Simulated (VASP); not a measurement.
Here is a VASP 6.6.1 calculation.

The input INCAR:

```
PREC = Accurate
ENCUT = 520
EDIFF = 1E-6
ISMEAR = -1
SIGMA = 0.1
LREAL = False
LASPH = True
NELM = 60
ALGO = Normal
ISIF = 2
LWAVE = False
LCHARG = True
GGA = RE
LELF = True
LVHAR = True
NBANDS = 12
```

Contents of KPOINTS:

```
Automatic mesh
0
Gamma
  7 7 7
```

Contents of POSCAR:

```
Hg
1.0
    4.9673934206      0.0000000000      0.0000000000
    0.0000000000      4.9673934206      0.0000000000
    0.0000000000      0.0000000000      4.9673934206
Hg
1
Direct
    0.0000000000      0.0000000000      0.0000000000
```

Potentials or basis: VASP PAW PBE potentials, release 64 (Hg).

Run with:

```console
$ cat potpaw_PBE.64/Hg/POTCAR > POTCAR
$ mpirun -np 1 vasp_std > vasp.out
```

Q: What does it give for the pressure?

A: 0.0 GPa.

Q: Predict the band gap on the k mesh.

A: 4.16 eV (least direct gap 4.74 eV).

Caveat: the atoms stand far beyond bonding distance; the PAW data sets were made with another functional, which shifts forces and pressure a little; spin-orbit coupling is left out, which moves the levels of the heavy elements; an odd mesh through Γ misses points on the zone boundary, where band edges can lie.
